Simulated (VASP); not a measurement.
Wanted: the native input for a VASP 6.6.1 run.

| Quantity | Value |
| --- | --- |
| Task | single point |
| Functional | LDA |
| Potentials or basis | VASP PAW LDA potentials, release 64 (Si) |
| Cutoff | 520 eV |
| k mesh | 11 × 11 × 11 |
| Occupations | fermi-dirac, width 0.08 eV |
| Spin | no spin polarisation |
| Dipole correction | no |
| Further INCAR settings | ALGO = Normal; EDIFF = 1e-06; NBANDS = 11 |

The structure of Si lies in POSCAR:

```
Si
1.0
    0.0000000000      2.7244915613      2.7244915613
    2.7244915613      0.0000000000      2.7244915613
    2.7244915613      2.7244915613      0.0000000000
Si
2
Direct
    0.5000000000      0.5000000000      0.5000000000
    0.7500000000      0.7500000000      0.7500000000
```

This cell differs from its parent crystal: volume scaled by 1.01.

The input as run:

INCAR

```
ALGO = Normal
EDIFF = 1E-6
ENCUT = 520
ISIF = 2
ISMEAR = -1
LASPH = True
LCHARG = True
LELF = True
LREAL = False
LVHAR = True
LWAVE = False
NBANDS = 11
NELM = 60
PREC = Accurate
SIGMA = 0.08
```

KPOINTS

```
k-points
0
Gamma
  11 11 11
```

Potentials or basis: VASP PAW LDA potentials, release 64 (Si).

The run is started by

```sh
$ cat potpaw_LDA.64/Si/POTCAR > POTCAR
$ mpirun -np 1 vasp_std > vasp.out
```

It gave:

* Pressure: -2.3 GPa
* Band gap on the k mesh: 0.51 eV, indirect (least direct gap 2.52 eV)

Wall time 12 s on 1 thread of Intel Xeon 6975P-C, on a shared host, peak memory 0.14 GiB.
